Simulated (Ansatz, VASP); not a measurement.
## Os in VASP and in Ansatz

INCAR

```
  ALGO = Normal
  EDIFF = 1E-6
  ENCUT = 520
  GGA = CA
  ISIF = 2
  ISMEAR = -1
  LASPH = T
  LCHARG = F
  LDAU = T
  LDAUJ = 0
  LDAUL = 2
  LDAUPRINT = 1
  LDAUTYPE = 2
  LDAUU = 1
  LMAXMIX = 4
  LREAL = F
  LWAVE = F
  NBANDS = 15
  NELM = 150
  PREC = Accurate
  SIGMA = 0.05
```

File KPOINTS:

```
k-points
0
Gamma
  13 13 7
```

File POSCAR:

```
Os
1.0
    2.7305981567      0.0000000000      0.0000000000
   -1.3652990784      2.3647673712      0.0000000000
    0.0000000000      0.0000000000      4.4235690139
Os
2
Direct
    0.3333333333      0.6666666667      0.2500000000
    0.6666666667      0.3333333333      0.7500000000
```

Input for Ansatz:

```yaml
crystal:
  lattice:
    - [2.7305981567, 0.0, 0.0]
    - [-1.3652990784, 2.3647673712, 0.0]
    - [0.0, 0.0, 4.4235690139]
  atoms:
    - { symbol: Os, position: [0.3333333333, 0.6666666667, 0.25] }
    - { symbol: Os, position: [0.6666666667, 0.3333333333, 0.75] }
kpoints:
  mp_grid: { grid: [13, 13, 7] }
scf:
  occupations: { method: fermi_dirac, width: 0.05 }
  algorithm: density_mixing
hamiltonian:
  xc: lda
  pseudopotentials: { kind: all_electron, lapw: { basis_error: 0.001 } }
  hubbard: { sites: [{ species: Os, l: d, u_eff: 1.0 }], double_counting: fll }
output:
  forces: true
  stress: true
  eigenvalues: true
  populations: true
```

Alike in both runs: task single point; functional LDA; k mesh 13 × 13 × 7; occupations fermi-dirac, width 0.05 eV; no spin polarisation; Hubbard terms Os d U = 1.0 eV.

|  | VASP | Ansatz |
| --- | --- | --- |
| version | VASP 6.6.1 | Ansatz 0.2.0 |
| potentials or method | VASP PAW LDA potentials, release 64 (Os), cutoff 520 eV | all-electron LAPW, scalar-relativistic |

|  | VASP | Ansatz | Ansatz less VASP |
| --- | --- | --- | --- |
| gap on the k mesh at the Fermi level (eV) | none | none | - |
| pressure (GPa) | -19.2 | -17.9 | +1.33 |
| traceless stress, the component that is largest in VASP (GPa) | -10.89 | -10.95 | -0.057 |

LDA's correlation is that of Perdew and Zunger in VASP and of Perdew and Wang (1992) in Ansatz. The programs project onto different local orbitals, so the same U acts differently, and such runs can settle in different states. A gap of «none» marks a metal or a gap that the smearing closes. Ansatz ran all-electron here, and VASP with PAW potentials. Ansatz's warnings: filled band counts differ across k points.

Neither program's run includes spin-orbit coupling.
